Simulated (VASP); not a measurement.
A run of VASP 6.6.1:

File INCAR:

```
SYSTEM = S
ALGO     = Normal         ! electronic algorithm
EDIFF    = 1E-6           ! SCF threshold, eV
ENCUT    = 520            ! plane-wave cutoff, eV
GGA      = PS             ! functional
ISIF     = 2              ! what is computed and relaxed
ISMEAR   = 0              ! smearing method
LASPH    = .TRUE.         ! aspherical terms in the spheres
LCHARG   = .TRUE.         ! write CHGCAR
LELF     = .TRUE.         ! ELF
LREAL    = .FALSE.        ! projectors in reciprocal space
LVHAR    = .TRUE.       
LWAVE    = .FALSE.        ! write WAVECAR
NBANDS   = 27             ! bands
NELM     = 60             ! most SCF steps
PREC     = Accurate       ! precision mode
SIGMA    = 0.02           ! smearing width, eV
```

KPOINTS

```
k-points
0
G
  6 6 6
  0 0 0
```

The input POSCAR:

```
S
1.0
    5.1862130995      2.9942615290      1.4278086089
   -5.1862130995      2.9942615290      1.4278086089
    0.0000000000     -5.9885230581      1.4278086088
S
6
Direct
    0.2597374491      0.1489300378      0.9072473126
    0.9072473126      0.2597374491      0.1489300378
    0.1489300378      0.9072473126      0.2597374491
    0.7402625509      0.8510699622      0.0927526874
    0.0927526874      0.7402625509      0.8510699622
    0.8510699622      0.0927526874      0.7402625509
```

Potentials or basis: VASP PAW PBE potentials, release 64 (S).

Run with:

```sh
$ cat potpaw_PBE.64/S/POTCAR > POTCAR
$ mpirun -np 1 vasp_std > vasp.out
```

Hardware: 1 thread of Intel(R) Xeon(R) 6975P-C (Granite Rapids), on a shared host.

Q: How long does it take, and how much memory?

A: Run time: 72 s on 1 thread of Intel(R) Xeon(R) 6975P-C (Granite Rapids), with other jobs on the host, peak memory 0.35 GiB. Counts: scf iterations 13, k points 40.
